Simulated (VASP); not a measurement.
# Cu (I4/mmm) in VASP: further runs

Runs on Cu. Level: PBE. Tasks: single point.

All numbers are computed with VASP 6.6.1; they aren't measurements. Logs are shortened: lines on timing, memory, paths and dates and some standing lists are left out, and cuts for length are marked.

## (1) The cell of the first run

The structure is tetragonal, space group I4/mmm (No. 139). The conventional cell has a = 2.480 Å, b = 2.480 Å, c = 3.561 Å, α = 90.00°, β = 90.00°, γ = 90.00°. Cu (site symmetry 4/mmm) has 12 Cu at 2.48 to 2.50 Å within 3.3 Å.

## (2) Single point, PBE (strain -0.030 along x and y, -0.015 along z)

Input file INCAR:

```
  PREC = Accurate
  ENCUT = 520
  EDIFF = 1E-6
  ISMEAR = 0
  SIGMA = 0.15
  LREAL = False
  LASPH = True
  NELM = 100
  ALGO = Fast
  ISIF = 2
  LWAVE = False
  LCHARG = False
  GGA = PE
  NBANDS = 12
```

Input file KPOINTS:

```
regular mesh
0
Gamma
  22 22 22
```

Input file POSCAR:

```
Cu
1.0
    0.0000000000      1.7532750000      1.7803875000
    1.7532750000      0.0000000000      1.7803875000
    1.7532750000      1.7532750000      0.0000000000
Cu
1
Direct
    0.0000000000      0.0000000000      0.0000000000
```

Potentials or basis: VASP PAW PBE potentials, release 64 (Cu).

On the command line:

```console
> cat potpaw_PBE.64/Cu/POTCAR > POTCAR
> mpirun -np 1 vasp_std > vasp.out
```

OUTCAR:

```text
PREC = Accurate
   ENCUT = 520
   EDIFF = 1E-6
   ISMEAR = 0
   LREAL = False
   LASPH = True
   NELM = 100
   ISIF = 2
   GGA = PE

 ion  position               nearest neighbor table
   1  0.000  0.000  0.000-

  LATTYP: Found a body centered tetragonal cell.
 ALAT       =     2.4795052836
 C/A-ratio  =     1.4360828443

  Lattice vectors:

 A1 = (  -1.7532750000,   0.0000000000,   1.7803875000)
 A2 = (   1.7532750000,   0.0000000000,   1.7803875000)
 A3 = (   0.0000000000,   1.7532750000,  -1.7803875000)

Analysis of symmetry for initial positions (statically):
=====================================================================
 Subroutine PRICEL returns:
 Original cell was already a primitive cell.

 Routine SETGRP: Setting up the symmetry group for a
 body centered tetragonal supercell.

 Subroutine GETGRP returns: Found 16 space group operations
 (whereof 16 operations were pure point group operations)
 out of a pool of 16 trial point group operations.

The static configuration has the point symmetry D_4h.

Analysis of symmetry for dynamics (positions and initial velocities):
=====================================================================
 Subroutine PRICEL returns:
 Original cell was already a primitive cell.

 Routine SETGRP: Setting up the symmetry group for a
 body centered tetragonal supercell.

 Subroutine GETGRP returns: Found 16 space group operations
 (whereof 16 operations were pure point group operations)
 out of a pool of 16 trial point group operations.

The dynamic configuration has the point symmetry D_4h.

 Subroutine INISYM returns: Found 16 space group operations
 (whereof 16 operations are pure point group operations),
 and found     1 'primitive' translations

----------------------------------------------------------------------------------------

                                     Primitive cell

  volume of cell :      10.9457

  direct lattice vectors                    reciprocal lattice vectors
     0.000000000  1.753275000  1.780387500    -0.285180591  0.285180591  0.280837739
     1.753275000  0.000000000  1.780387500     0.285180591 -0.285180591  0.280837739
     1.753275000  1.753275000  0.000000000     0.285180591  0.285180591 -0.280837739

  length of vectors
     2.498750263  2.498750263  2.479505284     0.491452718  0.491452718  0.491452718

  position of ions in fractional coordinates (direct lattice)
     0.000000000  0.000000000  0.000000000

  ion indices of the primitive-cell ions
   primitive index   ion index
                 1           1

----------------------------------------------------------------------------------------

 KPOINTS: regular mesh

Automatic generation of k-mesh.
 Grid dimensions read from file:
 generate k-points for:   22   22   22

 Generating k-lattice:

  Cartesian coordinates                     Fractional coordinates (reciprocal lattice)
    -0.012962754  0.012962754  0.012765352     0.045454545  0.000000000  0.000000000
     0.012962754 -0.012962754  0.012765352     0.000000000  0.045454545  0.000000000
     0.012962754  0.012962754 -0.012765352     0.000000000  0.000000000  0.045454545

  Length of vectors
     0.022338760  0.022338760  0.022338760

  Shift w.r.t. Gamma in fractional coordinates (k-lattice)
     0.000000000  0.000000000  0.000000000

 Subroutine IBZKPT returns following result:
 ===========================================

 Found    834 irreducible k-points:

 Following reciprocal coordinates:
            Coordinates               Weight
  0.000000  0.000000  0.000000      1.000000
  0.045455  0.000000  0.000000      8.000000
  0.090909  0.000000  0.000000      8.000000
  0.136364  0.000000  0.000000      8.000000
  0.181818  0.000000  0.000000      8.000000
  0.227273  0.000000  0.000000      8.000000
[... 16 lines left out ...]
  0.500000  0.045455  0.000000      8.000000
 -0.454545  0.045455  0.000000      8.000000
 [... further k-points ...]
   k-points           NKPTS =    834   k-points in BZ     NKDIM =    834   number of bands    NBANDS=     12
   number of dos      NEDOS =    301   number of ions     NIONS =      1
   total plane-waves  NPLWV =   7200
   dimension x,y,z NGX =    20 NGY =   20 NGZ =   18
   dimension x,y,z NGXF=    40 NGYF=   40 NGZF=   36
   ions per type =               1
   NGX,Y,Z   is equivalent  to a cutoff of  13.31, 13.31, 12.07 a.u.
   NGXF,Y,Z  is equivalent  to a cutoff of  26.61, 26.61, 24.14 a.u.
 SYSTEM =  unknown system
   PREC   = accura    normal or accurate (medium, high low for compatibility)
   ISTART =      0    job   : 0-new  1-cont  2-samecut
   ICHARG =      2    charge: 1-file 2-atom 10-const
   ISPIN  =      1    spin polarized calculation?
   LNONCOLLINEAR =      F non collinear calculations
   LSORBIT =      F    spin-orbit coupling
   LASPH  =      T    aspherical Exc in radial PAW
   ENCUT  =  520.0 eV  38.22 Ry    6.18 a.u.   4.65  4.65  4.61*2*pi/ulx,y,z
   NELM   =    100;   NELMIN=  2; NELMDL= -5     # of ELM steps
   EDIFF  = 0.1E-05   stopping-criterion for ELM
   LREAL  =      F    real-space projection
   EDIFFG = 0.1E-04   stopping-criterion for IOM
   NSW    =      0    number of steps for IOM
   IBRION =     -1    ionic relax: 0-MD 1-quasi-New 2-CG
   NFREE  =      0    steps in history (QN), initial steepest desc. (CG)
   ISIF   =      2    stress and relaxation
   ISYM   =      2    0-nonsym 1-usesym 2-fastsym
   POTIM  = 0.5000    time-step for ionic-motion
   TEBEG  =    0.0;   TEEND  =   0.0 temperature during run
   PSTRESS=    0.0 pullay stress
   NELECT =      11.0000    total number of electrons
   NUPDOWN=      -1.0000    fix difference up-down
   EMIN   =  10.00;   EMAX   =-10.00  energy-range for DOS
   EFERMI =   0.00;   METHOD = LEGACY
   ISMEAR =     0;   SIGMA  =   0.15  broadening in eV -4-tet -1-fermi 0-gaus
   EFERMI_NEDOS =   21; number of points for ismear=-14 and -15
   IALGO  =     68    algorithm
   IMIX   =      4    mixing-type and parameters
     AMIX     =   0.40;   BMIX     =  1.00
     AMIX_MAG =   1.60;   BMIX_MAG =  1.00
  volume/ion in A,a.u.               =      10.95        73.87
  Fermi-wavevector in a.u.,A,eV,Ry     =   1.639800  3.098772 36.585300  2.688944
  Thomas-Fermi vector in A             =   2.730545
   LORBIT       =      0    0 simple, 1 ext, 2 COOP (PROOUT), +10 PAW based schemes
   GGA     = PE    functional components
   LHFCALC =     F    Hartree Fock is set to
   AEXX    =    0.0000 exact exchange contribution
   IVDW    =     0    specifies the selected vdW correction
   LEPSILON=     F    determine dielectric tensor
   LRPA    =     F    only Hartree local field effects (RPA)
 non-spin polarized calculation
 RMM-DIIS sequential band-by-band and
 Gauss-broadening in eV      SIGMA  =   0.15
  energy-cutoff  :      520.00
  volume of cell :       10.95
 maximum number of plane-waves:       307
   NGX =  9   NGY =  9   NGZ =  9

 number of electron      10.9999996 magnetization

 Free energy of the ion-electron system (eV)
  ---------------------------------------------------
  ext. energy  EPLUGINS =         0.00000000
  ---------------------------------------------------
  free energy    TOTEN  =        -3.68121546 eV

  energy without entropy =       -3.67856139  energy(sigma->0) =       -3.67988842

 E-fermi :   8.5830     XC(G=0): -13.1734

 val. band max:        8.5819843989   @ k =  -0.0455   0.4091   0.3636
 cond. band min:       8.5863798961   @ k =   0.4545   0.0000   0.2727
 fundamental gap:      0.0043954973
 Fermi energy:         8.5830210607

 k-point     1 :       0.0000    0.0000    0.0000
  band No.  band energies     occupation
      1      -1.3792      2.00000
      2       5.2407      2.00000
      3       5.3243      2.00000
      4       5.3243      2.00000
      5       6.1783      2.00000
      6       6.2622      2.00000
      7      31.7710      0.00000
      8      34.9474      0.00000
      9      35.0474      0.00000
     10      35.0474      0.00000
     11      37.5768      0.00000
     12      37.5956      0.00000

 k-point     2 :       0.0455    0.0000    0.0000
  band No.  band energies     occupation
      1      -1.2995      2.00000
      2       5.2428      2.00000
      3       5.3200      2.00000
      4       5.3404      2.00000
      5       6.1723      2.00000
      6       6.2549      2.00000
      7      31.4389      0.00000
      8      33.8074      0.00000
      9      34.7191      0.00000
     10      34.7902      0.00000
     11      37.9437      0.00000
     12      37.9776      0.00000

 k-point     3 :       0.0909    0.0000    0.0000
  band No.  band energies     occupation
      1      -1.0624      2.00000
      2       5.2148      2.00000
      3       5.3401      2.00000
      4       5.3848      2.00000
      5       6.1586      2.00000
      6       6.2364      2.00000
      7      29.9234      0.00000
      8      32.8407      0.00000
      9      34.1779      0.00000
     10      34.2682      0.00000
     11      38.7731      0.00000
     12      38.7889      0.00000
[... 286 lines left out ...]
 k-point    23 :       0.5000    0.0455    0.0000
  band No.  band energies     occupation
      1       3.0831      2.00000
      2       5.1854      2.00000
      3       5.3257      2.00000
      4       6.4889      2.00000
      5       6.8447      2.00000
      6       7.7361      2.00000
      7      12.8143      0.00000
      8      29.4544      0.00000
      9      31.2632      0.00000
     10      31.3964      0.00000
     11      35.4810      0.00000
     12      35.7769      0.00000

 k-point    24 :      -0.4545    0.0455    0.0000
  band No.  band energies     occupation
      1       3.0709      2.00000
      2       5.1940      2.00000
      3       5.3256      2.00000
      4       6.4658      2.00000
      5       6.8113      2.00000
      6       7.6552      2.00000
      7      12.9923      0.00000
      8      29.2436      0.00000
      9      31.2368      0.00000
     10      31.8680      0.00000
     11      35.4094      0.00000
     12      35.7405      0.00000

 [... further k-points ...]

------------------------ aborting loop because EDIFF is reached ----------------------------------------

  FORCE on cell =-STRESS in cart. coord.  units (eV):
  Direction    XX          YY          ZZ          XY          YZ          ZX
  --------------------------------------------------------------------------------------
  -------------------------------------------------------------------------------------
  Total        1.1508097      1.1508097      1.0697128      0.0000000      0.0000000      0.0000000
  in kB      168.4494040    168.4494040    156.5788710      0.0000000      0.0000000      0.0000000
  external PRESSURE =     164.4925597 kB  Pullay stress =       0.0000000 kB

 VOLUME and BASIS-vectors are now :
 -----------------------------------------------------------------------------
  energy-cutoff  :      520.00
  volume of cell :       10.95
      direct lattice vectors                 reciprocal lattice vectors
     0.000000000  1.753275000  1.780387500    -0.285180591  0.285180591  0.280837739
     1.753275000  0.000000000  1.780387500     0.285180591 -0.285180591  0.280837739
     1.753275000  1.753275000  0.000000000     0.285180591  0.285180591 -0.280837739

 POSITION                                       TOTAL-FORCE (eV/Angst)
 -----------------------------------------------------------------------------------
      0.00000      0.00000      0.00000         0.000000      0.000000      0.000000
 -----------------------------------------------------------------------------------
    total drift:                                0.000000      0.000000      0.000000

  FREE ENERGIE OF THE ION-ELECTRON SYSTEM (eV)
  ---------------------------------------------------
  free  energy   TOTEN  =        -3.6812154582 eV

  energy  without entropy=       -3.6785613895  energy(sigma->0) =       -3.67988842
```

Run time: 2 min. Hardware: 1 thread of Intel Xeon 8259CL, shared host; peak memory 0.21 GiB.

Results:

```
Free energy            : -3.6812 eV
Pressure               : 16.4 GPa
Band gap on the k mesh : zero (an odd number of electrons rules out a gap without spin polarisation)
```

Caveat: the cell differs from its parent crystal (strain -0.030 along x and y, -0.015 along z); the cell stands under pressure.

## (3) Single point, PBE (strain -0.030 along x and y, +0.000 along z)

Input file INCAR:

```
PREC = Accurate
ENCUT = 520
EDIFF = 1E-6
ISMEAR = 0
SIGMA = 0.15
LREAL = False
LASPH = True
NELM = 80
ALGO = Normal
ISIF = 2
LWAVE = False
LCHARG = False
GGA = PE
NBANDS = 12
```

KPOINTS is that of step 2.

Input file POSCAR:

```
Cu
1.0
    0.0000000000      1.7532750000      1.8075000000
    1.7532750000      0.0000000000      1.8075000000
    1.7532750000      1.7532750000      0.0000000000
Cu
1
Direct
    0.0000000000      0.0000000000      0.0000000000
```

Potentials or basis: VASP PAW PBE potentials, release 64 (Cu).

On the command line:

```console
> cat potpaw_PBE.64/Cu/POTCAR > POTCAR
> mpirun -np 1 vasp_std > vasp.out
```

Wall time 2.2 min (1 thread of Intel Xeon 8259CL, shared host); peak memory 0.22 GiB.

It converged, with:

```
Free energy            : -3.6952 eV
Pressure               : 13.0 GPa
Band gap on the k mesh : zero (an odd number of electrons rules out a gap without spin polarisation)
```

Stress tensor (GPa, compression positive):
```
13.78  0.00  0.00
 0.00 13.78  0.00
 0.00  0.00 11.43
```

Levels at points of the mesh, in eV from the Fermi level:
| k point | band 3 | band 4 | band 5 | band 6 | band 7 | band 8 | band 9 | band 10 |
| --- | --- | --- | --- | --- | --- | --- | --- | --- |
| (0.00, 0.00, 0.00) | -3.18 | -3.18 | -2.42 | -2.25 | 23.08 | 26.08 | 26.26 | 26.26 |
| (0.50, 0.00, 0.00) | -3.19 | -1.74 | -1.68 | -1.19 | 4.07 | 21.23 | 22.83 | 23.55 |
| (0.50, 0.50, 0.00) | -1.72 | -1.56 | -1.56 | 1.00 | 7.00 | 14.05 | 14.05 | 18.62 |
| (0.50, 0.00, 0.50) | -1.73 | -1.60 | -1.49 | 1.67 | 7.81 | 13.29 | 13.33 | 18.00 |

Caveat: the cell differs from its parent crystal (strain -0.030 along x and y, +0.000 along z); the cell stands under pressure.

## (4) Single point, PBE (strain -0.015 along x and y, -0.030 along z)

Input file INCAR:

```
PREC = Accurate ; ENCUT = 520
EDIFF = 1E-7 ; ISMEAR = 0
SIGMA = 0.15 ; LREAL = F
LASPH = T ; NELM = 80
ALGO = Normal ; ISIF = 2
LWAVE = F ; LCHARG = F
GGA = PE ; NBANDS = 12
```

Input file KPOINTS:

```
Automatic mesh
0
Gamma
  22 22 22
```

Input file POSCAR:

```
Cu
1.0
    0.0000000000      1.7803875000      1.7532750000
    1.7803875000      0.0000000000      1.7532750000
    1.7803875000      1.7803875000      0.0000000000
Cu
1
Direct
    0.0000000000      0.0000000000      0.0000000000
```

On the command line:

```console
> cat potpaw_PBE.64/Cu/POTCAR > POTCAR
> mpirun -np 1 vasp_std > vasp.out
```

It took 2.2 min on 1 thread of Intel Xeon 8259CL, shared host; peak memory 0.22 GiB.

Results (log left out):

```
Free energy            : -3.6967 eV
Pressure               : 12.9 GPa
Band gap on the k mesh : zero (an odd number of electrons rules out a gap without spin polarisation)
```

Stress tensor (GPa, compression positive):
```
12.55  0.00  0.00
 0.00 12.55  0.00
 0.00  0.00 13.56
```

Levels at points of the mesh, in eV from the Fermi level:
| k point | band 4 | band 5 | band 6 | band 7 | band 8 | band 9 |
| --- | --- | --- | --- | --- | --- | --- |
| (0.00, 0.00, 0.00) | -3.18 | -2.37 | -2.29 | 23.07 | 26.16 | 26.16 |
| (0.50, 0.00, 0.00) | -1.72 | -1.69 | -1.19 | 4.06 | 21.47 | 22.76 |
| (0.50, 0.50, 0.00) | -1.54 | -1.54 | 1.68 | 7.82 | 13.30 | 13.30 |
| (0.50, 0.00, 0.50) | -1.58 | -1.52 | 1.33 | 7.40 | 13.67 | 13.69 |

Caveat: the cell differs from its parent crystal (strain -0.015 along x and y, -0.030 along z); the cell stands under pressure.

## (5) The runs side by side

| cell | gap on the mesh (eV) | pressure (GPa) |
| --- | --- | --- |
| a = 2.499, b = 2.499, c = 2.480 Å, angles 60.3, 60.3, 59.5°, 1 atom | none | 16.4 |
| a = 2.518, b = 2.518, c = 2.480 Å, angles 60.5, 60.5, 59.0°, 1 atom | none | 13.0 |
| a = 2.499, b = 2.499, c = 2.518 Å, angles 59.7, 59.7, 60.5°, 1 atom | none | 12.9 |

Alike in all rows: task single point; level PBE; potentials or basis VASP PAW PBE potentials, release 64 (Cu); no spin polarisation; k mesh 22 × 22 × 22; cutoff (eV) 520; smearing gaussian 0.15 eV.

Caveats: the cell stands under pressure.

Total energies depend on the potentials used, so only differences within one code and one set of settings carry meaning.
